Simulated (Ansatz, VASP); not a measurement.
# ZnO in VASP and in Ansatz

INCAR

```
SYSTEM = ZnO
AGGAC = 1.0
AGGAX = 1.0
ALDAC = 0.0
ALDAX = 1.0
ALGO = Normal
EDIFF = 1E-7
ENCUT = 520
GGA = B5
ISIF = 2
ISMEAR = -1
LASPH = .TRUE.
LCHARG = .FALSE.
LREAL = .FALSE.
LWAVE = .FALSE.
NBANDS = 26
NELM = 60
PREC = Accurate
SIGMA = 0.05
```

Contents of KPOINTS:

```
k-points
0
G
  5 5 3
  0 0 0
```

POSCAR

```
ZnO
1.0
    3.2493080000      0.0000000000      0.0000000000
   -1.6246540000      2.8139832727      0.0000000000
    0.0000000000      0.0000000000      5.2057090000
Zn O
2 2
Direct
    0.6666666667      0.3333333333      0.0000000000
    0.3333333333      0.6666666667      0.5000000000
    0.3333333333      0.6666666667      0.8790100000
    0.6666666667      0.3333333333      0.3790100000
```

File input.yaml:

```yaml
crystal:
  lattice:
    - [3.249308, 0.0, 0.0]
    - [-1.624654, 2.8139832727, 0.0]
    - [0.0, 0.0, 5.205709]
  atoms:
    - { symbol: Zn, position: [0.6666666667, 0.3333333333, 0.0] }
    - { symbol: Zn, position: [0.3333333333, 0.6666666667, 0.5] }
    - { symbol: O, position: [0.3333333333, 0.6666666667, 0.87901] }
    - { symbol: O, position: [0.6666666667, 0.3333333333, 0.37901] }
hamiltonian:
  xc: blyp
  pseudopotentials: { kind: paw }
kpoints:
  mp_grid: { grid: [5, 5, 3] }
  band_path:
    path:
      - [[0.0, 0.0, 0.0], [0.5, 0.0, 0.0], [0.3333333333, 0.3333333333, 0.0], [0.0, 0.0, 0.0], [0.0, 0.0, 0.5], [0.5, 0.0, 0.5], [0.3333333333, 0.3333333333, 0.5], [0.0, 0.0, 0.5]]
      - [[0.5, 0.0, 0.5], [0.5, 0.0, 0.0]]
      - [[0.3333333333, 0.3333333333, 0.0], [0.3333333333, 0.3333333333, 0.5]]
    npoints: 14
scf:
  occupations: { method: fermi_dirac, width: 0.05 }
  n_extra_bands: 10
output:
  forces: true
  stress: true
  eigenvalues: true
  fatbands: false
  write_density: true
  write_potential: true
  elf: true
  volumetric_format: npy
```

Alike in both runs: functional BLYP; k mesh 5 × 5 × 3; occupations fermi-dirac, width 0.05 eV; no spin polarisation.

```csv
,VASP,Ansatz
version,VASP 6.6.1,Ansatz 0.2.0
potentials or method,"VASP PAW PBE potentials, release 64 (Zn, O)",Ansatz PAW
plane-wave cutoff (eV),520,420
valence electrons in the cell,36,36
task,single point,band structure
```

Ansatz gave:

| Quantity | Value |
| --- | --- |
| gap on the k mesh at the Fermi level (eV) | 0.95 |
| least direct gap on the mesh (eV) | 0.95 |
| pressure (GPa) | 9.4 |
| traceless stress, the component that is largest in VASP (GPa) | 1.28 |
| rms of the force components (eV/Å) | 0.040 |

Question: What did VASP give for the same quantities?

Answer: gap on the k mesh at the Fermi level (eV): 0.96; least direct gap on the mesh (eV): 0.96; pressure (GPa): 10.4; traceless stress, the component that is largest in VASP (GPa): 1.33; rms of the force components (eV/Å): 0.042.

VASP's potentials were made for PBE, not for BLYP. Atom by atom the forces differ by 0.003 eV/Å (rms over components). With one functional, cell and mesh, what is left measures potentials, basis and numerics.

The k mesh is coarse, so the values compare programs but aren't converged.
